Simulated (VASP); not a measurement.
# Fe (P6/mmm) in VASP: relaxation of cell and atoms with r2SCAN

Aim: the relaxation of cell and atoms of Fe with r2SCAN.

All numbers are computed with VASP 6.6.1; they aren't measurements. Logs are shortened: lines on timing, memory, paths and dates and some standing lists are left out, and cuts for length are marked.

## 1. The cell of the first run

Symmetry: P6/mmm, No. 191, hexagonal system. The conventional cell has a = 4.255 Å, b = 4.255 Å, c = 2.609 Å, α = 90.00°, β = 90.00°, γ = 120.00°. Within 3.4 Å of Fe (site symmetry 6/mmm) lie 14 Fe at 2.61 to 2.78 Å. Fe (site symmetry -6m2) has 11 Fe at 2.46 to 2.78 Å within 3.2 Å.

## 2. Relaxation of cell and atoms, r2SCAN, collinear spin, ferromagnetic start

POSCAR reads:

```
Fe
1.0
    4.2550579377      0.0000000000      0.0000000000
   -2.1275289688      3.6849882686      0.0000000000
    0.0000000000      0.0000000000      2.6085355183
Fe
3
Direct
    0.0000000000      0.0000000000      0.0000000000
    0.3333333333      0.6666666667      0.5000000000
    0.6666666667      0.3333333333      0.5000000000
```

INCAR.step1 reads:

```
SYSTEM = Fe
ALGO     = Normal         ! electronic algorithm
EDIFF    = 1E-4           ! SCF threshold, eV
ENCUT    = 600            ! plane-wave cutoff, eV
GGA      = PE             ! functional
ISMEAR   = 0              ! smearing method
ISPIN    = 2              ! spin polarisation
LASPH    = .TRUE.         ! aspherical terms in the spheres
LCHARG   = .FALSE.        ! write CHGCAR
LMAXMIX  = 4              ! l up to which the mixer works
LREAL    = .FALSE.        ! projectors in reciprocal space
LWAVE    = .TRUE.         ! write WAVECAR
MAGMOM   = 3.49 3.32 3.32 ! initial moments
NELM     = 150            ! most SCF steps
PREC     = Accurate       ! precision mode
SIGMA    = 0.1            ! smearing width, eV
```

INCAR.step2 reads:

```
SYSTEM = Fe
ALGO     = Normal         ! electronic algorithm
EDIFF    = 1E-7           ! SCF threshold, eV
EDIFFG   = -0.04          ! ionic threshold
ENCUT    = 600            ! plane-wave cutoff, eV
IBRION   = 2              ! ionic algorithm
ISIF     = 3              ! what is computed and relaxed
ISMEAR   = 0              ! smearing method
ISPIN    = 2              ! spin polarisation
ISTART   = 1            
LASPH    = .TRUE.         ! aspherical terms in the spheres
LCHARG   = .FALSE.        ! write CHGCAR
LMAXMIX  = 4              ! l up to which the mixer works
LMIXTAU  = .TRUE.       
LORBIT   = 11             ! projections on sites
LREAL    = .FALSE.        ! projectors in reciprocal space
LWAVE    = .FALSE.        ! write WAVECAR
MAGMOM   = 3.49 3.32 3.32 ! initial moments
METAGGA  = R2SCAN         ! meta-GGA
NELM     = 150            ! most SCF steps
NSW      = 90             ! ionic steps
PREC     = Accurate       ! precision mode
SIGMA    = 0.1            ! smearing width, eV
```

KPOINTS reads:

```
k-points
0
G
  6 6 6
  0 0 0
```

Potentials or basis: VASP PAW PBE potentials, release 64 (Fe).

On the command line:

```sh
> cat potpaw_PBE.64/Fe/POTCAR > POTCAR
> cp INCAR.step1 INCAR
> mpirun -np 1 vasp_std > vasp.out
> cp INCAR.step2 INCAR
> mpirun -np 1 vasp_std > vasp.out
```

OUTCAR:

```text
SYSTEM = Fe
   EDIFF = 1E-7
   EDIFFG = -0.04
   ENCUT = 600
   IBRION = 2
   ISIF = 3
   ISMEAR = 0
   ISPIN = 2
   ISTART = 1
   LASPH = .TRUE.
   LORBIT = 11
   LREAL = .FALSE.
   METAGGA = R2SCAN
   NELM = 150
   NSW = 90
   PREC = Accurate

 ion  position               nearest neighbor table
   1  0.000  0.000  0.000-   2 2.78   3 2.78   2 2.78   3 2.78   2 2.78   2 2.78   3 2.78   3 2.78
                             3 2.78   3 2.78   2 2.78   2 2.78
   2  0.333  0.667  0.500-   3 2.46   3 2.46   3 2.46   1 2.78   1 2.78   1 2.78   1 2.78   1 2.78
                             1 2.78
   3  0.667  0.333  0.500-   2 2.46   2 2.46   2 2.46   1 2.78   1 2.78   1 2.78   1 2.78   1 2.78
                             1 2.78

  LATTYP: Found a hexagonal cell.
 ALAT       =     4.2550579377
 C/A-ratio  =     0.6130434783

  Lattice vectors:

 A1 = (   4.2550579377,   0.0000000000,   0.0000000000)
 A2 = (  -2.1275289688,   3.6849882686,   0.0000000000)
 A3 = (   0.0000000000,   0.0000000000,   2.6085355183)

Analysis of symmetry for initial positions (statically):
=====================================================================
 Subroutine PRICEL returns:
 Original cell was already a primitive cell.

 Routine SETGRP: Setting up the symmetry group for a
 hexagonal supercell.

 Subroutine GETGRP returns: Found 24 space group operations
 (whereof 24 operations were pure point group operations)
 out of a pool of 24 trial point group operations.

The static configuration has the point symmetry D_6h.

Analysis of symmetry for dynamics (positions and initial velocities):
=====================================================================
 Subroutine PRICEL returns:
 Original cell was already a primitive cell.

 Routine SETGRP: Setting up the symmetry group for a
 hexagonal supercell.

 Subroutine GETGRP returns: Found 24 space group operations
 (whereof 24 operations were pure point group operations)
 out of a pool of 24 trial point group operations.

The dynamic configuration has the point symmetry D_6h.

Analysis of structural, dynamic, and magnetic symmetry:
=====================================================================
 Subroutine PRICEL returns:
 Original cell was already a primitive cell.

 Routine SETGRP: Setting up the symmetry group for a
 hexagonal supercell.

 Subroutine GETGRP returns: Found 24 space group operations
 (whereof 24 operations were pure point group operations)
[... 119 lines left out ...]
   ISMEAR =     0;   SIGMA  =   0.10  broadening in eV -4-tet -1-fermi 0-gaus
   EFERMI_NEDOS =   21; number of points for ismear=-14 and -15
   IALGO  =     38    algorithm
   IMIX   =      4    mixing-type and parameters
     AMIX     =   0.40;   BMIX     =  1.00
     AMIX_MAG =   1.60;   BMIX_MAG =  1.00
  volume/ion in A,a.u.               =      13.63        92.01
  Fermi-wavevector in a.u.,A,eV,Ry     =   1.370563  2.589989 25.557783  1.878444
  Thomas-Fermi vector in A             =   2.496338
   LORBIT       =     11    0 simple, 1 ext, 2 COOP (PROOUT), +10 PAW based schemes
   METAGGA = R2SCAN    functional components
   LHFCALC =     F    Hartree Fock is set to
   AEXX    =    0.0000 exact exchange contribution
   IVDW    =     0    specifies the selected vdW correction
   LEPSILON=     F    determine dielectric tensor
   LRPA    =     F    only Hartree local field effects (RPA)
 conjugate gradient relaxation of ions
 spin polarized calculation
 Gauss-broadening in eV      SIGMA  =   0.10
  energy-cutoff  :      600.00
  volume of cell :       40.90
 maximum number of plane-waves:      1402
 NGX is ok and might be reduce to    36
   NGX = 17   NGY = 17   NGZ = 11

--------------------------------------- Ionic step        1  -------------------------------------------

 number of electron      23.9999990 magnetization       8.5492086

 Free energy of the ion-electron system (eV)
  ---------------------------------------------------
  ext. energy  EPLUGINS =         0.00000000
  ---------------------------------------------------
  free energy    TOTEN  =       -42.33929918 eV

  energy without entropy =      -42.32664604  energy(sigma->0) =      -42.33297261

------------------------ aborting loop because EDIFF is reached ----------------------------------------

  FORCE on cell =-STRESS in cart. coord.  units (eV):
  Direction    XX          YY          ZZ          XY          YZ          ZX
  --------------------------------------------------------------------------------------
  -------------------------------------------------------------------------------------
  Total       -1.8826797     -1.8826797     -7.2898787     -0.0000000     -0.0000000      0.0000000
  in kB      -73.7477354    -73.7477354   -285.5568247     -0.0000000     -0.0000000      0.0000000
  external PRESSURE =    -144.3507652 kB  Pullay stress =       0.0000000 kB
[... 209 lines left out ...]
--------------------------------------- Ionic step        7  -------------------------------------------

 number of electron      24.0000002 magnetization       8.4113003

 Free energy of the ion-electron system (eV)
  ---------------------------------------------------
  ext. energy  EPLUGINS =         0.00000000
  ---------------------------------------------------
  free energy    TOTEN  =       -42.72758116 eV

  energy without entropy =      -42.72025946  energy(sigma->0) =      -42.72392031

 E-fermi :   5.6261     XC(G=0): -13.7535

 val. band max:        5.6032761189   @ k =   0.5000   0.0000   0.5000
 cond. band min:       5.6677943181   @ k =   0.1667   0.1667   0.1667
 fundamental gap:      0.0645181992
 Fermi energy:         5.6261409358

 spin component 1

 k-point     1 :       0.0000    0.0000    0.0000
  band No.  band energies     occupation
      1      -3.2357      1.00000
      2       0.4319      1.00000
      3       1.4461      1.00000
      4       1.4461      1.00000
      5       1.5217      1.00000
      6       1.5927      1.00000
[... 565 lines left out ...]
     20      14.1114      0.00000
     21      15.0506      0.00000

 [... further k-points ...]

 spin component 2

 k-point     1 :       0.0000    0.0000    0.0000
  band No.  band energies     occupation
      1      -3.6420      1.00000
      2       2.5244      1.00000
      3       3.6523      1.00000
      4       3.6523      1.00000
      5       3.7117      1.00000
      6       3.7118      1.00000
[... 597 lines left out ...]
  FREE ENERGIE OF THE ION-ELECTRON SYSTEM (eV)
  ---------------------------------------------------
  free  energy   TOTEN  =       -42.7275811561 eV

  energy  without entropy=      -42.7202594614  energy(sigma->0) =      -42.72392031

 reached required accuracy - stopping structural energy minimisation

 total charge

# of ion       s       p       d       tot
------------------------------------------
    1        0.463   0.521   6.122   7.106
    2        0.488   0.514   6.177   7.179
    3        0.488   0.514   6.177   7.179
--------------------------------------------------
tot          1.439   1.549  18.477  21.465

 magnetization (x)

# of ion       s       p       d       tot
------------------------------------------
    1       -0.005  -0.088   2.940   2.846
    2       -0.001  -0.064   2.923   2.858
    3       -0.001  -0.064   2.923   2.858
--------------------------------------------------
tot         -0.008  -0.215   8.785   8.562
```

OUTCAR.step1:

```text
SYSTEM = Fe
   EDIFF = 1E-4
   ENCUT = 600
   GGA = PE
   ISMEAR = 0
   ISPIN = 2
[... 1404 lines left out ...]
      0.00000      0.00000      0.00000         0.000000      0.000000     -0.000000
     -0.00000      2.45666      1.30427         0.000000     -0.000000      0.000000
      2.12753      1.22833      1.30427        -0.000000      0.000000     -0.000000
 -----------------------------------------------------------------------------------
    total drift:                                0.000000      0.000000     -0.000000

  FREE ENERGIE OF THE ION-ELECTRON SYSTEM (eV)
  ---------------------------------------------------
  free  energy   TOTEN  =       -23.7990222553 eV

  energy  without entropy=      -23.7855873853  energy(sigma->0) =      -23.79230482
```

OSZICAR.step1:

```text
N       E                     dE             d eps       ncg     rms          rms(c)
DAV:   1     0.161599677932E+03    0.16160E+03   -0.11812E+04  2384   0.159E+03
DAV:   2    -0.187067704736E+02   -0.18031E+03   -0.16864E+03  2352   0.292E+02
DAV:   3    -0.260039829962E+02   -0.72972E+01   -0.64726E+01  2545   0.837E+01
DAV:   4    -0.260805976143E+02   -0.76615E-01   -0.76341E-01  2667   0.867E+00
DAV:   5    -0.260813670352E+02   -0.76942E-03   -0.76936E-03  2585   0.656E-01    0.165E+01
DAV:   6    -0.244990840736E+02    0.15823E+01   -0.22316E+01  2604   0.777E+01    0.160E+01
DAV:   7    -0.271706186604E+02   -0.26715E+01   -0.96911E+00  2740   0.924E+01    0.304E+01
DAV:   8    -0.237146190503E+02    0.34560E+01   -0.17916E+01  2983   0.451E+01    0.644E+00
DAV:   9    -0.237575967168E+02   -0.42978E-01   -0.42987E-01  2686   0.957E+00    0.354E+00
DAV:  10    -0.237994492750E+02   -0.41853E-01   -0.71475E-02  2857   0.432E+00    0.191E+00
DAV:  11    -0.237961812632E+02    0.32680E-02   -0.22659E-02  3524   0.248E+00    0.109E+00
DAV:  12    -0.237990384397E+02   -0.28572E-02   -0.37965E-03  2578   0.753E-01    0.576E-01
DAV:  13    -0.237989954740E+02    0.42966E-04   -0.14186E-03  3566   0.532E-01    0.170E-01
DAV:  14    -0.237990222553E+02   -0.26781E-04   -0.15525E-04  1569   0.169E-01
   1 F= -.23799022E+02 E0= -.23792305E+02  d E =-.134349E-01  mag=     8.2654
```

It took 17 min on 1 thread of AMD EPYC 9R45 (Zen 5), shared host; peak memory 0.21 GiB.

What came out:

```yaml
Free_energy: -42.7276 eV
Relaxed_volume: 12.22 Å³/atom
Relaxed_cell: a = 4.209 Å, b = 4.209 Å, c = 2.389 Å, α = 90.00°, β = 90.00°, γ = 120.00°
Space_group_after_relaxing_to_0.05_Å: P6/mmm (No. 191)
Energy_gained_by_relaxing: 129.4 meV/atom
Ionic_steps: 7
Pressure_after_relaxing: 0.0 GPa
Net_moment: 8.41 μB per cell
Site_moments: Fe +2.85, +2.86 μB
Valence_electrons_inside_the_program's_atomic_spheres: Fe 7.11, 7.18
```

The path:
```tsv
step	energy change (eV)	largest force (eV/Å)	pressure (GPa)	volume (Å³)
1	0.0000	0.0000	-14.44	40.90
2	-0.2461	0.0000	16.61	33.95
3	-0.3764	0.0000	2.45	36.18
4	-0.3832	0.0000	-0.50	36.78
5	-0.3881	0.0000	0.56	36.54
6	-0.3882	0.0000	-0.38	36.73
7	-0.3883	0.0000	0.03	36.65
```

Final structure:
```yaml
crystal:
  lattice:
    - [4.20876, 0.00000, 0.00000]
    - [-2.10438, 3.64489, 0.00000]
    - [0.00000, 0.00000, 2.38897]
  atoms:
    - { symbol: Fe, position: [0.00000, 0.00000, 0.00000] }
    - { symbol: Fe, position: [0.33333, 0.66667, 0.50000] }
    - { symbol: Fe, position: [0.66667, 0.33333, 0.50000] }
```

Caveat: the k points lie up to 0.44 Å⁻¹ apart in the final cell; the PAW data sets were made with another functional, which shifts forces and pressure a little.
